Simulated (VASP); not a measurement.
A run of VASP 6.6.1 is set up as follows.

Contents of INCAR:

```
SYSTEM = NaCl
  PREC = Accurate
  ENCUT = 400
  EDIFF = 1E-8
  ISMEAR = -1
  SIGMA = 0.02
  LREAL = .FALSE.
  LASPH = .TRUE.
  NELM = 120
  ALGO = Normal
  ISIF = 2
  LWAVE = .FALSE.
  LCHARG = .FALSE.
  GGA = PE
  LEFG = .TRUE.
  NBANDS = 14
  GGA_COMPAT = .FALSE.
```

The input KPOINTS:

```
regular mesh
0
G
  8 8 8
  0 0 0
```

Contents of POSCAR:

```
NaCl
1.0
    2.8021129234      0.0000000000      0.0000000000
    0.0000000000      2.8021129234      0.0000000000
    0.0000000000      0.0000000000      2.8021129234
Na Cl
1 1
Direct
    0.0000000000      0.0000000000      0.0000000000
    0.5000000000      0.5000000000      0.5000000000
```

Potentials or basis: VASP PAW PBE potentials, release 64 (Na_pv, Cl).

Launch:

```bash
$ cat potpaw_PBE.64/Na_pv/POTCAR potpaw_PBE.64/Cl/POTCAR > POTCAR
$ mpirun -np 1 vasp_std > vasp.out
```

(1) Predict the band gap on the k mesh.

(2) Estimate the pressure.

Answers

(1) 4.16 eV.

(2) 82.2 GPa.

Caveat: the cell stands under pressure.
